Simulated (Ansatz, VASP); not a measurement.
## MnS: VASP beside Ansatz

```
Mn S
1.0
     3.97600    0.00000    0.00000
    -1.98800    3.44332    0.00000
     0.00000    0.00000    6.43200
Mn S
2 2
Direct
  0.33333 0.66667 0.00000
  0.66667 0.33333 0.50000
  0.33333 0.66667 0.38500
  0.66667 0.33333 0.88500
```

Alike in both runs: task single point; functional PBE; k mesh 6 × 6 × 3; occupations gaussian, width 0.05 eV; collinear spin; Hubbard terms Mn d U = 4.0 eV, J = 0.9 eV.

|  | VASP | Ansatz |
| --- | --- | --- |
| version | VASP 6.6.1 | Ansatz 0.2.0 |
| potentials or method | VASP PAW PBE potentials, release 64 (Mn_pv, S), cutoff 520 eV | scalar-relativistic, plane waves, PAW |
| valence electrons in the cell | 38 | 42 |

VASP gave:

```
gap on the k mesh at the Fermi level (eV)                     : 2.02
least direct gap on the mesh (eV)                             : 2.20
pressure (GPa)                                                : 3.0
traceless stress, the component that is largest in VASP (GPa) : -2.68
rms of the force components (eV/Å)                            : 0.218
net moment per atom (μB)                                      : 0.00
size of the moment on the site where the two differ most (μB) : 4.47
```

Question: Estimate Ansatz's values.

Answer: gap on the k mesh at the Fermi level (eV): 2.08; least direct gap on the mesh (eV): 2.74; pressure (GPa): 1.1; traceless stress, the component that is largest in VASP (GPa): -0.50; rms of the force components (eV/Å): 0.194; net moment per atom (μB): 0.00; size of the moment on the site where the two differ most (μB): 0.89.

Site moments also hang on the region over which each program counts them. The programs project onto different local orbitals, so the same U acts differently, and such runs can settle in different states. Atom by atom the forces differ by 0.024 eV/Å (rms over components). VASP's potentials hold 38 valence electrons a cell and Ansatz's 42, so a difference there can come from the potentials and not from the codes. Ansatz's warnings: specified occupation not kept, symmetry narrowed by occupation matrices.
